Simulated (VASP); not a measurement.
# B2O (P-3m1) in VASP: notebook, part 2 of 2

VASP 6.6.1. Earlier steps stand in the parts before.

## (3) Single point, PBE (volume scaled by 0.94, then relaxed in part)

INCAR

```
SYSTEM = B2O
PREC = Accurate
ENCUT = 520
EDIFF = 1E-6
ISMEAR = 0
SIGMA = 0.1
LREAL = .FALSE.
LASPH = .TRUE.
NELM = 80
ALGO = Normal
ISIF = 2
LWAVE = .FALSE.
LCHARG = .FALSE.
GGA = PE
NBANDS = 21
```

KPOINTS

```
regular mesh
0
G
  18 18 4
  0 0 0
```

POSCAR

```
B2O
1.0
    2.5586877624      0.0000000000      0.0000000000
   -1.2793438812      2.2158886026      0.0000000000
    0.0000000000      0.0000000000     10.8231910337
B O
4 2
Direct
    0.0000000000      0.0000000000      0.4193037696
    0.0000000000      0.0000000000      0.5806962304
    0.6666666667      0.3333333333      0.0251375342
    0.3333333333      0.6666666667      0.9748624658
    0.6666666667      0.3333333333      0.3680051658
    0.3333333333      0.6666666667      0.6319948342
```

Potentials or basis: VASP PAW PBE potentials, release 64 (B, O).

Command:

```console
> cat potpaw_PBE.64/B/POTCAR potpaw_PBE.64/O/POTCAR > POTCAR
> mpirun -np 1 vasp_std > vasp.out
```

OUTCAR:

```text
SYSTEM = B2O
   PREC = Accurate
   ENCUT = 520
   EDIFF = 1E-6
   ISMEAR = 0
   LREAL = .FALSE.
   LASPH = .TRUE.
   NELM = 80
   ISIF = 2
   GGA = PE

 ion  position               nearest neighbor table
   1  0.000  0.000  0.419-   5 1.58   5 1.58   5 1.58   2 1.75
   2  0.000  0.000  0.581-   6 1.58   6 1.58   6 1.58   1 1.75
   3  0.667  0.333  0.025-   4 1.57   4 1.57   4 1.57
   4  0.333  0.667  0.975-   3 1.57   3 1.57   3 1.57
   5  0.667  0.333  0.368-   1 1.58   1 1.58   1 1.58
   6  0.333  0.667  0.632-   2 1.58   2 1.58   2 1.58
[... 783 lines left out ...]
  -------------------------------------------------------------------------------------
  Total        0.3369818      0.3369818      0.0640817      0.0000000      0.0000000      0.0000000
  in kB        8.7982551      8.7982551      1.6731094      0.0000000      0.0000000      0.0000000
  external PRESSURE =       6.4232065 kB  Pullay stress =       0.0000000 kB

 VOLUME and BASIS-vectors are now :
 -----------------------------------------------------------------------------
  energy-cutoff  :      520.00
  volume of cell :       61.36
      direct lattice vectors                 reciprocal lattice vectors
     2.558687762  0.000000000  0.000000000     0.390825334  0.225643112  0.000000000
    -1.279343881  2.215888603  0.000000000     0.000000000  0.451286224  0.000000000
     0.000000000  0.000000000 10.823191034     0.000000000  0.000000000  0.092394193

 POSITION                                       TOTAL-FORCE (eV/Angst)
 -----------------------------------------------------------------------------------
      0.00000      0.00000      4.53820         0.000000      0.000000     -0.010096
      0.00000      0.00000      6.28499        -0.000000     -0.000000      0.010096
      1.27934      0.73863      0.27207        -0.000000      0.000000      0.006116
     -0.00000      1.47726     10.55112        -0.000000      0.000000     -0.006116
      1.27934      0.73863      3.98299        -0.000000     -0.000000      0.003197
     -0.00000      1.47726      6.84020         0.000000      0.000000     -0.003197
 -----------------------------------------------------------------------------------
    total drift:                               -0.000000     -0.000000     -0.000000

  FREE ENERGIE OF THE ION-ELECTRON SYSTEM (eV)
  ---------------------------------------------------
  free  energy   TOTEN  =       -39.6238277612 eV

  energy  without entropy=      -39.6188016208  energy(sigma->0) =      -39.62131469
```

OSZICAR:

```text
N       E                     dE             d eps       ncg     rms          rms(c)
DAV:   1     0.906127305189E+02    0.90613E+02   -0.12117E+04  5796   0.104E+03
DAV:   2    -0.370148598285E+02   -0.12763E+03   -0.12326E+03  7476   0.231E+02
DAV:   3    -0.431255181261E+02   -0.61107E+01   -0.60388E+01  7848   0.482E+01
DAV:   4    -0.431783193072E+02   -0.52801E-01   -0.52757E-01  7832   0.481E+00
DAV:   5    -0.431788487018E+02   -0.52939E-03   -0.52934E-03  7465   0.454E-01    0.995E+00
DAV:   6    -0.400888929478E+02    0.30900E+01   -0.98002E+00  6957   0.122E+01    0.481E+00
DAV:   7    -0.396625472938E+02    0.42635E+00   -0.10673E+00  6751   0.536E+00    0.221E+00
DAV:   8    -0.396199783612E+02    0.42569E-01   -0.15004E-01  7250   0.222E+00    0.728E-01
DAV:   9    -0.396227808901E+02   -0.28025E-02   -0.16418E-02  7302   0.779E-01    0.184E-01
DAV:  10    -0.396235400419E+02   -0.75915E-03   -0.74615E-04  6951   0.174E-01    0.720E-02
DAV:  11    -0.396238214165E+02   -0.28137E-03   -0.31791E-04  6720   0.130E-01    0.199E-02
DAV:  12    -0.396238302968E+02   -0.88803E-05   -0.53822E-05  7187   0.431E-02    0.635E-03
DAV:  13    -0.396238310270E+02   -0.73022E-06   -0.12759E-05  6850   0.221E-02    0.363E-03
DAV:  14    -0.396238289936E+02    0.20334E-05   -0.35244E-06  6434   0.110E-02    0.213E-03
DAV:  15    -0.396238278460E+02    0.11476E-05   -0.11761E-06  6349   0.600E-03    0.120E-03
DAV:  16    -0.396238277612E+02    0.84832E-07   -0.29661E-07  4992   0.281E-03
   1 F= -.39623828E+02 E0= -.39621315E+02  d E =-.502614E-02
```

stdout:

```text
POSCAR found type information on POSCAR B O
 POSCAR found :  2 types and       6 ions
 scaLAPACK will be used
 LDA part: xc-table for (Slater+PW92), standard interpolation
 POSCAR, INCAR and KPOINTS ok, starting setup
 FFT: planning ... GRIDC
 FFT: planning ... GRID_SOFT
 FFT: planning ... GRID
 WAVECAR not read
 entering main loop
```

Wall time 5.4 min (1 thread of Oxide Virtual Turin-like, shared host); peak memory 0.22 GiB.

What came out:

```yaml
Free_energy: -39.6238 eV
Pressure: 0.6 GPa
Largest_force: 0.010 eV/Å
Band_gap_on_the_k_mesh: zero (band 12 reaches 6.42 eV, above the bottom of band 13 at 2.44 eV)
```

Forces on the atoms (eV/Å):
```
B    0.000  0.000 -0.010
B    0.000  0.000  0.010
B    0.000  0.000  0.006
B    0.000  0.000 -0.006
O    0.000  0.000  0.003
O    0.000  0.000 -0.003
```

Caveat: this functional lacks dispersion, which binds the layers, so the pressure and a relaxed spacing across them are unreliable.

## (4) Single point, PBE (volume scaled by 0.97, then relaxed in part)

INCAR

```
PREC = Accurate ; ENCUT = 520
EDIFF = 1E-6 ; ISMEAR = 0
SIGMA = 0.1 ; LREAL = F
LASPH = T ; NELM = 100
ALGO = Normal ; ISIF = 2
LWAVE = F ; LCHARG = F
GGA = PE ; NBANDS = 21
```

KPOINTS

```
Automatic mesh
0
Gamma
  18 18 4
```

POSCAR

```
B2O
1.0
    2.5611946295      0.0000000000      0.0000000000
   -1.2805973147      2.2180596131      0.0000000000
    0.0000000000      0.0000000000     11.1467593124
B O
4 2
Direct
    0.0000000000      0.0000000000      0.4216467219
    0.0000000000      0.0000000000      0.5783532781
    0.6666666667      0.3333333333      0.0241139826
    0.3333333333      0.6666666667      0.9758860174
    0.6666666667      0.3333333333      0.3718497043
    0.3333333333      0.6666666667      0.6281502957
```

Potentials or basis: VASP PAW PBE potentials, release 64 (B, O).

Command:

```console
> cat potpaw_PBE.64/B/POTCAR potpaw_PBE.64/O/POTCAR > POTCAR
> mpirun -np 1 vasp_std > vasp.out
```

OUTCAR:

```text
PREC = Accurate
   ENCUT = 520
   EDIFF = 1E-6
   ISMEAR = 0
   LREAL = F
   LASPH = T
   NELM = 100
   ISIF = 2
   GGA = PE

 ion  position               nearest neighbor table
   1  0.000  0.000  0.422-   5 1.58   5 1.58   5 1.58   2 1.75
   2  0.000  0.000  0.578-   6 1.58   6 1.58   6 1.58   1 1.75
   3  0.667  0.333  0.024-   4 1.57   4 1.57   4 1.57
   4  0.333  0.667  0.976-   3 1.57   3 1.57   3 1.57
   5  0.667  0.333  0.372-   1 1.58   1 1.58   1 1.58
   6  0.333  0.667  0.628-   2 1.58   2 1.58   2 1.58

  LATTYP: Found a hexagonal cell.
 ALAT       =     2.5611946295
 C/A-ratio  =     4.3521719060

  Lattice vectors:

 A1 = (   2.5611946295,   0.0000000000,   0.0000000000)
 A2 = (  -1.2805973147,   2.2180596131,   0.0000000000)
 A3 = (   0.0000000000,   0.0000000000,  11.1467593124)

Analysis of symmetry for initial positions (statically):
=====================================================================
 Subroutine PRICEL returns:
 Original cell was already a primitive cell.

[... 180 lines left out ...]
 cond. band min:       3.0130416088   @ k =  -0.1111   0.3333   0.2500
 fundamental gap:      0.1415136872
 Fermi energy:         2.8969672405

 k-point     1 :       0.0000    0.0000    0.0000
  band No.  band energies     occupation
      1     -20.9932      2.00000
      2     -20.4636      2.00000
      3      -9.7865      2.00000
      4      -7.8831      2.00000
      5      -3.5122      2.00000
      6      -2.6154      2.00000
[... 565 lines left out ...]
     20      13.3571      0.00000
     21      14.1070      0.00000

 [... further k-points ...]

------------------------ aborting loop because EDIFF is reached ----------------------------------------

  FORCE on cell =-STRESS in cart. coord.  units (eV):
  Direction    XX          YY          ZZ          XY          YZ          ZX
  --------------------------------------------------------------------------------------
  -------------------------------------------------------------------------------------
  Total        0.2631422      0.2631422     -0.0002842      0.0000000      0.0000000      0.0000000
  in kB        6.6578916      6.6578916     -0.0071899      0.0000000      0.0000000      0.0000000
  external PRESSURE =       4.4361978 kB  Pullay stress =       0.0000000 kB

 VOLUME and BASIS-vectors are now :
 -----------------------------------------------------------------------------
  energy-cutoff  :      520.00
  volume of cell :       63.32
      direct lattice vectors                 reciprocal lattice vectors
     2.561194630  0.000000000  0.000000000     0.390442799  0.225422255  0.000000000
    -1.280597315  2.218059613  0.000000000     0.000000000  0.450844510  0.000000000
     0.000000000  0.000000000 11.146759312     0.000000000  0.000000000  0.089712173

 POSITION                                       TOTAL-FORCE (eV/Angst)
 -----------------------------------------------------------------------------------
      0.00000      0.00000      4.69999         0.000000      0.000000     -0.011669
      0.00000      0.00000      6.44676         0.000000      0.000000      0.011669
      1.28060      0.73935      0.26879         0.000000     -0.000000      0.010608
     -0.00000      1.47871     10.87797         0.000000     -0.000000     -0.010608
      1.28060      0.73935      4.14492         0.000000      0.000000      0.005020
     -0.00000      1.47871      7.00184        -0.000000      0.000000     -0.005020
 -----------------------------------------------------------------------------------
    total drift:                                0.000000      0.000000      0.000000

  FREE ENERGIE OF THE ION-ELECTRON SYSTEM (eV)
  ---------------------------------------------------
  free  energy   TOTEN  =       -39.6272071260 eV

  energy  without entropy=      -39.6220778862  energy(sigma->0) =      -39.62464251
```

Run time: 6.3 min. Hardware: 1 thread of Oxide Virtual Turin-like, shared host; peak memory 0.24 GiB.

Results:

```
Free energy            : -39.6272 eV
Pressure               : 0.4 GPa
Largest force          : 0.012 eV/Å
Band gap on the k mesh : zero (band 12 reaches 6.10 eV, above the bottom of band 13 at 2.16 eV)
```

Forces on the atoms (eV/Å):
```
B    0.000  0.000 -0.012
B    0.000  0.000  0.012
B    0.000  0.000  0.011
B    0.000  0.000 -0.011
O    0.000  0.000  0.005
O    0.000  0.000 -0.005
```

Stress tensor (GPa, compression positive):
```
0.67 0.00 0.00
0.00 0.67 0.00
0.00 0.00 0.00
```

Levels at points of the mesh, in eV from the Fermi level:
| k point | band 10 | band 11 | band 12 | band 13 | band 14 | band 15 |
| --- | --- | --- | --- | --- | --- | --- |
| (0.00, 0.00, 0.00) | -4.48 | -1.81 | 3.15 | 3.60 | 3.60 | 4.23 |
| (0.50, 0.00, 0.00) | -6.11 | -3.01 | -0.10 | 0.92 | 2.57 | 3.19 |
| (0.00, 0.00, 0.50) | -4.55 | -1.73 | 2.93 | 3.60 | 3.60 | 4.62 |
| (0.50, 0.00, 0.50) | -6.11 | -3.00 | -0.10 | 0.91 | 2.63 | 3.13 |

Caveat: this functional lacks dispersion, which binds the layers, so the pressure and a relaxed spacing across them are unreliable.

## (5) Summary

| cell | k mesh | gap on the mesh (eV) | pressure (GPa) | largest force (eV/Å) |
| --- | --- | --- | --- | --- |
| a = 2.560, b = 2.560, c = 10.552 Å, angles 90.0, 90.0, 120.0°, 6 atoms | 12 × 12 × 4 | none | 0.4 | 0.02 |
| a = 2.559, b = 2.559, c = 10.823 Å, angles 90.0, 90.0, 120.0°, 6 atoms | 18 × 18 × 4 | none | 0.6 | 0.01 |
| a = 2.561, b = 2.561, c = 11.147 Å, angles 90.0, 90.0, 120.0°, 6 atoms | 18 × 18 × 4 | none | 0.4 | 0.01 |

Alike in all rows: task single point; level PBE; potentials or basis VASP PAW PBE potentials, release 64 (B, O); no spin polarisation; cutoff (eV) 520; smearing gaussian 0.1 eV.

Caveats: this functional lacks dispersion, which binds the layers, so the pressure and a relaxed spacing across them are unreliable.

Total energies depend on the potentials used, so only differences within one code and one set of settings carry meaning.
